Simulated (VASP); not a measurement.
# As (Pm-3m) in VASP: a series of runs

As is run at these levels: PBEsol; tasks: single point, relaxation of cell and atoms.

Program: VASP 6.6.1. These are calculated values, not measurements. Logs are shortened: lines on timing, memory, paths and dates and some standing lists are left out, and cuts for length are marked.

## 1. The cell of the first run

Symmetry: Pm-3m, No. 221, cubic system. Conventional cell: a = 2.598 Å, b = 2.598 Å, c = 2.598 Å, α = 90.00°, β = 90.00°, γ = 90.00°. As (site symmetry m-3m) has 6 As at 2.60 Å within 3.4 Å.

## 2. Single point, PBEsol (volume scaled by 0.9)

File INCAR:

```
ALGO = Normal
EDIFF = 1E-6
ENCUT = 520
GGA = PS
ISIF = 2
ISMEAR = -1
LASPH = True
LCHARG = True
LELF = True
LREAL = False
LVHAR = True
LWAVE = False
NBANDS = 8
NELM = 80
PREC = Accurate
SIGMA = 0.05
```

File KPOINTS:

```
k-points
0
Gamma
  14 14 14
```

File POSCAR:

```
As
1.0
    2.5976464440      0.0000000000      0.0000000000
    0.0000000000      2.5976464440      0.0000000000
    0.0000000000      0.0000000000      2.5976464440
As
1
Direct
    0.0000000000      0.0000000000      0.0000000000
```

Potentials or basis: VASP PAW PBE potentials, release 64 (As).

Run with:

```
$ cat potpaw_PBE.64/As/POTCAR > POTCAR
$ mpirun -np 1 vasp_std > vasp.out
```

OUTCAR:

```text
EDIFF = 1E-6
   ENCUT = 520
   GGA = PS
   ISIF = 2
   ISMEAR = -1
   LASPH = True
   LREAL = False
   NELM = 80
   PREC = Accurate

 ion  position               nearest neighbor table
   1  0.000  0.000  0.000-

  LATTYP: Found a simple cubic cell.
 ALAT       =     2.5976464440

  Lattice vectors:

 A1 = (   2.5976464440,   0.0000000000,   0.0000000000)
 A2 = (   0.0000000000,   2.5976464440,   0.0000000000)
 A3 = (   0.0000000000,   0.0000000000,   2.5976464440)

Analysis of symmetry for initial positions (statically):
=====================================================================
 Subroutine PRICEL returns:
 Original cell was already a primitive cell.

 Routine SETGRP: Setting up the symmetry group for a
 simple cubic supercell.

 Subroutine GETGRP returns: Found 48 space group operations
 (whereof 48 operations were pure point group operations)
 out of a pool of 48 trial point group operations.

The static configuration has the point symmetry O_h .

Analysis of symmetry for dynamics (positions and initial velocities):
=====================================================================
 Subroutine PRICEL returns:
 Original cell was already a primitive cell.

 Routine SETGRP: Setting up the symmetry group for a
 simple cubic supercell.

 Subroutine GETGRP returns: Found 48 space group operations
 (whereof 48 operations were pure point group operations)
 out of a pool of 48 trial point group operations.

The dynamic configuration has the point symmetry O_h .

 Subroutine INISYM returns: Found 48 space group operations
 (whereof 48 operations are pure point group operations),
 and found     1 'primitive' translations

----------------------------------------------------------------------------------------

                                     Primitive cell

  volume of cell :      17.5283

  direct lattice vectors                    reciprocal lattice vectors
     2.597646444  0.000000000  0.000000000     0.384963859  0.000000000  0.000000000
     0.000000000  2.597646444  0.000000000     0.000000000  0.384963859  0.000000000
     0.000000000  0.000000000  2.597646444     0.000000000  0.000000000  0.384963859

  length of vectors
     2.597646444  2.597646444  2.597646444     0.384963859  0.384963859  0.384963859

  position of ions in fractional coordinates (direct lattice)
[... 71 lines left out ...]
   ISPIN  =      1    spin polarized calculation?
   LNONCOLLINEAR =      F non collinear calculations
   LSORBIT =      F    spin-orbit coupling
   LASPH  =      T    aspherical Exc in radial PAW
   ENCUT  =  520.0 eV  38.22 Ry    6.18 a.u.   4.83  4.83  4.83*2*pi/ulx,y,z
   NELM   =     80;   NELMIN=  2; NELMDL= -5     # of ELM steps
   EDIFF  = 0.1E-05   stopping-criterion for ELM
   LREAL  =      F    real-space projection
   EDIFFG = 0.1E-04   stopping-criterion for IOM
   NSW    =      0    number of steps for IOM
   IBRION =     -1    ionic relax: 0-MD 1-quasi-New 2-CG
   NFREE  =      0    steps in history (QN), initial steepest desc. (CG)
   ISIF   =      2    stress and relaxation
   ISYM   =      2    0-nonsym 1-usesym 2-fastsym
   POTIM  = 0.5000    time-step for ionic-motion
   TEBEG  =    0.0;   TEEND  =   0.0 temperature during run
   PSTRESS=    0.0 pullay stress
   NELECT =       5.0000    total number of electrons
   NUPDOWN=      -1.0000    fix difference up-down
   EMIN   =  10.00;   EMAX   =-10.00  energy-range for DOS
   EFERMI =   0.00;   METHOD = LEGACY
   ISMEAR =    -1;   SIGMA  =   0.05  broadening in eV -4-tet -1-fermi 0-gaus
   EFERMI_NEDOS =   21; number of points for ismear=-14 and -15
   IALGO  =     38    algorithm
   IMIX   =      4    mixing-type and parameters
     AMIX     =   0.40;   BMIX     =  1.00
     AMIX_MAG =   1.60;   BMIX_MAG =  1.00
  volume/ion in A,a.u.               =      17.53       118.29
  Fermi-wavevector in a.u.,A,eV,Ry     =   1.077668  2.036496 15.801361  1.161367
  Thomas-Fermi vector in A             =   2.213585
   LORBIT       =      0    0 simple, 1 ext, 2 COOP (PROOUT), +10 PAW based schemes
   GGA     = PS    functional components
   LHFCALC =     F    Hartree Fock is set to
   AEXX    =    0.0000 exact exchange contribution
   IVDW    =     0    specifies the selected vdW correction
   LEPSILON=     F    determine dielectric tensor
   LRPA    =     F    only Hartree local field effects (RPA)
 non-spin polarized calculation
  energy-cutoff  :      520.00
  volume of cell :       17.53
 maximum number of plane-waves:       484
 NGX is ok and might be reduce to    20
   NGX =  9   NGY =  9   NGZ =  9

 number of electron       4.9999998 magnetization

 Free energy of the ion-electron system (eV)
  ---------------------------------------------------
  ext. energy  EPLUGINS =         0.00000000
  ---------------------------------------------------
  free energy    TOTEN  =        -4.96995866 eV

  energy without entropy =       -4.96659227  energy(sigma->0) =       -4.96827546

 E-fermi :   7.3106     XC(G=0): -11.0820

 val. band max:        7.2954736500   @ k =   0.2857   0.2143   0.0714
 cond. band min:       7.3455038871   @ k =   0.5000   0.2857   0.2143
 fundamental gap:      0.0500302371
 Fermi energy:         7.3105702622

 k-point     1 :       0.0000    0.0000    0.0000
  band No.  band energies     occupation
      1      -8.9009      2.00000
      2      11.8774      0.00000
      3      11.8774      0.00000
      4      11.8774      0.00000
      5      15.8771      0.00000
      6      15.8771      0.00000
      7      18.7506      0.00000
      8      33.7992      0.00000
[... 243 lines left out ...]
 k-point    24 :       0.3571    0.2143    0.0000
  band No.  band energies     occupation
      1      -5.4829      2.00000
      2       2.2880      2.00000
      3       7.9006      0.00002
      4      14.7339      0.00000
      5      16.4485      0.00000
      6      20.3047      0.00000
      7      24.9023      0.00000
      8      25.7749      0.00000

 [... further k-points ...]
[... 5 lines left out ...]
  --------------------------------------------------------------------------------------
  -------------------------------------------------------------------------------------
  Total        1.3102726      1.3102726      1.3102726     -0.0000000      0.0000000     -0.0000000
  in kB      119.7656111    119.7656111    119.7656111     -0.0000000      0.0000000     -0.0000000
  external PRESSURE =     119.7656111 kB  Pullay stress =       0.0000000 kB

 VOLUME and BASIS-vectors are now :
 -----------------------------------------------------------------------------
  energy-cutoff  :      520.00
  volume of cell :       17.53
      direct lattice vectors                 reciprocal lattice vectors
     2.597646444  0.000000000  0.000000000     0.384963859  0.000000000  0.000000000
     0.000000000  2.597646444  0.000000000     0.000000000  0.384963859  0.000000000
     0.000000000  0.000000000  2.597646444     0.000000000  0.000000000  0.384963859

 POSITION                                       TOTAL-FORCE (eV/Angst)
 -----------------------------------------------------------------------------------
      0.00000      0.00000      0.00000         0.000000      0.000000      0.000000
 -----------------------------------------------------------------------------------
    total drift:                               -0.000000     -0.000000      0.000000

  FREE ENERGIE OF THE ION-ELECTRON SYSTEM (eV)
  ---------------------------------------------------
  free  energy   TOTEN  =        -4.9699586587 eV

  energy  without entropy=       -4.9665922698  energy(sigma->0) =       -4.96827546
```

OSZICAR:

```text
N       E                     dE             d eps       ncg     rms          rms(c)
DAV:   1     0.191778719123E+01    0.19178E+01   -0.22996E+03  1936   0.487E+02
DAV:   2    -0.491863853971E+01   -0.68364E+01   -0.65266E+01  2592   0.508E+01
DAV:   3    -0.497904781836E+01   -0.60409E-01   -0.60312E-01  2232   0.524E+00
DAV:   4    -0.497910538555E+01   -0.57567E-04   -0.57568E-04  2896   0.164E-01
DAV:   5    -0.497910541159E+01   -0.26047E-07   -0.25979E-07  2232   0.203E-03    0.268E+00
DAV:   6    -0.497323898548E+01    0.58664E-02   -0.62580E-04  2360   0.175E-01    0.160E+00
DAV:   7    -0.496994531655E+01    0.32937E-02   -0.13237E-03  2040   0.276E-01    0.616E-02
DAV:   8    -0.496995779825E+01   -0.12482E-04   -0.17869E-05  2480   0.287E-02    0.117E-02
DAV:   9    -0.496995865865E+01   -0.86040E-06   -0.10963E-06  2568   0.782E-03
   1 F= -.49699587E+01 E0= -.49682755E+01  d E =-.336639E-02
```

Wall time 5.2 s (1 thread of Intel Xeon 6975P-C (Granite Rapids), shared host); peak memory 0.12 GiB.

What came out:

* Free energy: -4.9700 eV
* Pressure: 12.0 GPa

Levels at points of the mesh, in eV from the Fermi level:
```
           k point  band 1  band 2  band 3  band 4  band 5  band 6
(0.00, 0.00, 0.00)  -16.21    4.57    4.57    4.57    8.57    8.57
(0.50, 0.00, 0.00)  -12.49   -8.04    7.34    7.34   11.57   14.67
(0.50, 0.50, 0.00)   -8.54   -4.95   -4.95    1.80   10.01   17.92
(0.50, 0.50, 0.50)   -4.02   -2.11   -2.11   -2.11    5.62    5.62
```

Caveat: the cell differs from its parent crystal (volume scaled by 0.9); the PAW data sets were made with another functional, which shifts forces and pressure a little.

## 3. Single point, PBEsol

This run uses another cell than the first one, of 19.48 Å³/atom, 1.111 times its volume.

File INCAR:

```
SYSTEM = As
  PREC = Accurate
  ENCUT = 520
  EDIFF = 1E-6
  ISMEAR = -1
  SIGMA = 0.05
  LREAL = .False.
  LASPH = .True.
  NELM = 100
  ALGO = Normal
  ISIF = 2
  LWAVE = .False.
  LCHARG = .False.
  GGA = PS
  NBANDS = 8
```

File KPOINTS:

```
Automatic mesh
0
Gamma
  14 14 14
  0 0 0
```

File POSCAR:

```
As
1.0
    2.6904971566      0.0000000000      0.0000000000
    0.0000000000      2.6904971566      0.0000000000
    0.0000000000      0.0000000000      2.6904971566
As
1
Direct
    0.0000000000      0.0000000000      0.0000000000
```

Potentials or basis: VASP PAW PBE potentials, release 64 (As).

Run with:

```
$ cat potpaw_PBE.64/As/POTCAR > POTCAR
$ mpirun -np 1 vasp_std > vasp.out
```

Run time: 5.5 s. Hardware: 1 thread of Intel Xeon 6975P-C (Granite Rapids), shared host; peak memory 0.13 GiB.

It converged, with:

| Item | Value |
| --- | --- |
| Free energy | -5.0380 eV |
| Pressure | 0.3 GPa |

Levels at points of the mesh, in eV from the Fermi level:
```tsv
k point	band 1	band 2	band 3	band 4	band 5	band 6
(0.00, 0.00, 0.00)	-15.11	4.22	4.22	4.22	8.53	8.53
(0.50, 0.00, 0.00)	-11.89	-7.08	6.57	6.57	11.27	14.09
(0.50, 0.50, 0.00)	-8.53	-4.33	-4.33	2.36	8.80	16.67
(0.50, 0.50, 0.50)	-4.80	-1.83	-1.83	-1.83	5.88	5.88
```

Caveat: the PAW data sets were made with another functional, which shifts forces and pressure a little.

## 4. Relaxation of cell and atoms, PBEsol

This run uses another cell than the first one, of 20.52 Å³/atom, 1.171 times its volume.

File INCAR:

```
SYSTEM = As
ALGO     = Normal         ! electronic algorithm
EDIFF    = 1E-6           ! SCF threshold, eV
EDIFFG   = -0.005         ! ionic threshold
ENCUT    = 600            ! plane-wave cutoff, eV
GGA      = PS             ! functional
IBRION   = 2              ! ionic algorithm
ISIF     = 3              ! what is computed and relaxed
ISMEAR   = -1             ! smearing method
LASPH    = .TRUE.         ! aspherical terms in the spheres
LCHARG   = .FALSE.        ! write CHGCAR
LREAL    = .FALSE.        ! projectors in reciprocal space
LWAVE    = .FALSE.        ! write WAVECAR
NELM     = 100            ! most SCF steps
NSW      = 60             ! ionic steps
PREC     = Accurate       ! precision mode
SIGMA    = 0.05           ! smearing width, eV
```

File KPOINTS:

```
k-points
0
G
  14 14 14
  0 0 0
```

File POSCAR:

```
As
1.0
    2.7377415812      0.0000000000      0.0000000000
    0.0000000000      2.7377415812      0.0000000000
    0.0000000000      0.0000000000      2.7377415812
As
1
Direct
    0.0000000000      0.0000000000      0.0000000000
```

Potentials or basis: VASP PAW PBE potentials, release 64 (As).

Run with:

```
$ cat potpaw_PBE.64/As/POTCAR > POTCAR
$ mpirun -np 1 vasp_std > vasp.out
```

OUTCAR:

```text
SYSTEM = As
   EDIFF = 1E-6
   EDIFFG = -0.005
   ENCUT = 600
   GGA = PS
   IBRION = 2
   ISIF = 3
   ISMEAR = -1
   LASPH = .TRUE.
   LREAL = .FALSE.
   NELM = 100
   NSW = 60
   PREC = Accurate

 ion  position               nearest neighbor table
   1  0.000  0.000  0.000-

  LATTYP: Found a simple cubic cell.
 ALAT       =     2.7377415812

  Lattice vectors:

 A1 = (   2.7377415812,   0.0000000000,   0.0000000000)
 A2 = (   0.0000000000,   2.7377415812,   0.0000000000)
 A3 = (   0.0000000000,   0.0000000000,   2.7377415812)

Analysis of symmetry for initial positions (statically):
=====================================================================
 Subroutine PRICEL returns:
 Original cell was already a primitive cell.

 Routine SETGRP: Setting up the symmetry group for a
 simple cubic supercell.

 Subroutine GETGRP returns: Found 48 space group operations
 (whereof 48 operations were pure point group operations)
 out of a pool of 48 trial point group operations.

The static configuration has the point symmetry O_h .
[... 163 lines left out ...]

  FORCE on cell =-STRESS in cart. coord.  units (eV):
  Direction    XX          YY          ZZ          XY          YZ          ZX
  --------------------------------------------------------------------------------------
  -------------------------------------------------------------------------------------
  Total       -0.4869632     -0.4869632     -0.4869632      0.0000000      0.0000000      0.0000000
  in kB      -38.0215088    -38.0215088    -38.0215088      0.0000000      0.0000000      0.0000000
  external PRESSURE =     -38.0215088 kB  Pullay stress =       0.0000000 kB
[... 57 lines left out ...]
--------------------------------------- Ionic step        3  -------------------------------------------

 number of electron       5.0000001 magnetization

 Free energy of the ion-electron system (eV)
  ---------------------------------------------------
  ext. energy  EPLUGINS =         0.00000000
  ---------------------------------------------------
  free energy    TOTEN  =        -5.03811770 eV

  energy without entropy =       -5.03324392  energy(sigma->0) =       -5.03568081

 E-fermi :   5.9214     XC(G=0): -10.6054

 val. band max:        5.9035225561   @ k =   0.2143   0.2143   0.1429
 cond. band min:       5.9690762632   @ k =   0.5000   0.2857   0.2143
 fundamental gap:      0.0655537071
 Fermi energy:         5.9214166713

 k-point     1 :       0.0000    0.0000    0.0000
  band No.  band energies     occupation
      1      -9.1582      2.00000
      2      10.1251      0.00000
      3      10.1251      0.00000
      4      10.1251      0.00000
      5      14.4488      0.00000
      6      14.4488      0.00000
[... 199 lines left out ...]
 k-point    24 :       0.3571    0.2143    0.0000
  band No.  band energies     occupation
      1      -6.1230      2.00000
      2       1.5086      2.00000
      3       6.5094      0.00002
      4      12.5744      0.00000
      5      14.9213      0.00000
      6      18.3320      0.00000

 [... further k-points ...]
[... 5 lines left out ...]
  --------------------------------------------------------------------------------------
  -------------------------------------------------------------------------------------
  Total        0.0000167      0.0000167      0.0000167     -0.0000000     -0.0000000      0.0000000
  in kB        0.0013713      0.0013713      0.0013713     -0.0000000     -0.0000000      0.0000000
  external PRESSURE =       0.0013713 kB  Pullay stress =       0.0000000 kB
[... 16 lines left out ...]
  FREE ENERGIE OF THE ION-ELECTRON SYSTEM (eV)
  ---------------------------------------------------
  free  energy   TOTEN  =        -5.0381176990 eV

  energy  without entropy=       -5.0332439177  energy(sigma->0) =       -5.03568081

 reached required accuracy - stopping structural energy minimisation
```

OSZICAR:

```text
N       E                     dE             d eps       ncg     rms          rms(c)
DAV:   1     0.614094800553E+01    0.61409E+01   -0.23147E+03  1440   0.708E+02
DAV:   2    -0.483912401686E+01   -0.10980E+02   -0.10331E+02  2034   0.763E+01
[... 15 lines left out ...]
   2 F= -.50353431E+01 E0= -.50329834E+01  d E =-.927306E-02
       N       E                     dE             d eps       ncg     rms          rms(c)
DAV:   1    -0.504179605595E+01   -0.64528E-02   -0.11321E-01  1458   0.210E+00    0.293E-01
DAV:   2    -0.503925521073E+01    0.25408E-02   -0.19432E-03  1608   0.372E-01    0.159E-01
DAV:   3    -0.503811759943E+01    0.11376E-02   -0.26304E-03  1476   0.311E-01    0.357E-02
DAV:   4    -0.503811769903E+01   -0.99597E-07   -0.73102E-06  1674   0.336E-02
   3 F= -.50381177E+01 E0= -.50356808E+01  d E =-.120477E-01
```

It took 41 s on 1 thread of AMD EPYC, shared host; peak memory 0.12 GiB.

Results:

- Free energy: -5.0381 eV
- Relaxed volume: 19.55 Å³/atom
- Relaxed cell: a = 2.694 Å, b = 2.694 Å, c = 2.694 Å, α = 90.00°, β = 90.00°, γ = 90.00°
- Space group after relaxing (to 0.05 Å): Pm-3m (No. 221)
- Energy gained by relaxing: 12.0 meV/atom
- Ionic steps: 3
- Pressure after relaxing: 0.0 GPa

The path:
```csv
step,energy change (eV),largest force (eV/Å),pressure (GPa),volume (Å³)
1,0.0000,0.0000,-3.80,20.52
2,-0.0093,0.0000,2.07,19.11
3,-0.0120,0.0000,0.00,19.55
```

Final structure:
```xyz
1
Lattice="2.6938 0.0000 0.0000 0.0000 2.6938 0.0000 0.0000 0.0000 2.6938" Properties=species:S:1:pos:R:3 pbc="T T T"
As    0.0000    0.0000    0.0000
```

Levels at points of the mesh, in eV from the Fermi level:
| k point | band 1 | band 2 | band 3 | band 4 | band 5 | band 6 |
| --- | --- | --- | --- | --- | --- | --- |
| (0.00, 0.00, 0.00) | -15.08 | 4.20 | 4.20 | 4.20 | 8.53 | 8.53 |
| (0.50, 0.00, 0.00) | -11.88 | -7.04 | 6.55 | 6.55 | 11.26 | 14.07 |
| (0.50, 0.50, 0.00) | -8.53 | -4.31 | -4.31 | 2.37 | 8.76 | 16.63 |
| (0.50, 0.50, 0.50) | -4.83 | -1.82 | -1.82 | -1.82 | 5.89 | 5.89 |

Caveat: the PAW data sets were made with another functional, which shifts forces and pressure a little.

(Part 1 of 2 ends here.)
